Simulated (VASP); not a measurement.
Input of a VASP 6.6.1 run:

File INCAR:

```
  PREC = Accurate
  ENCUT = 520
  EDIFF = 1E-6
  ISMEAR = 0
  SIGMA = 0.1
  LREAL = F
  LASPH = T
  NELM = 100
  ALGO = Fast
  ISIF = 2
  LWAVE = F
  LCHARG = F
  GGA = PE
  NBANDS = 45
```

File KPOINTS:

```
regular mesh
0
Gamma
  4 4 6
```

Contents of POSCAR:

```
Y2W
1.0
    7.2042276962      0.0000000000      0.0000000000
    0.0000000000      7.3254682706      0.0000000000
    0.0000000000      0.0000000000      3.1872131458
Y W
4 2
Direct
    0.2953020491      0.8277272073      0.5000000000
    0.7953020491      0.6722727927      0.0000000000
    0.7046979509      0.1722727927      0.5000000000
    0.2046979509      0.3277272073      0.0000000000
    0.5000000000      0.5000000000      0.5000000000
    0.0000000000      0.0000000000      0.0000000000
```

Potentials or basis: VASP PAW PBE potentials, release 64 (Y_sv, W_sv).

The run is started by

```sh
$ cat potpaw_PBE.64/Y_sv/POTCAR potpaw_PBE.64/W_sv/POTCAR > POTCAR
$ mpirun -np 1 vasp_std > vasp.out
```

**Question.** Estimate the pressure.

**Answer.** -0.1 GPa.

**Question.** Estimate the band gap on the k mesh.

**Answer.** Zero (bands 36 and 37 overlap by 0.51 eV).

Forces on the atoms (eV/Å):
```
Y   -0.002  0.002  0.000
Y   -0.002 -0.002  0.000
Y    0.002 -0.002  0.000
Y    0.002  0.002  0.000
W    0.000  0.000  0.000
W    0.000  0.000  0.000
```

Caveat: spin-orbit coupling is left out, which moves the levels of the heavy elements.
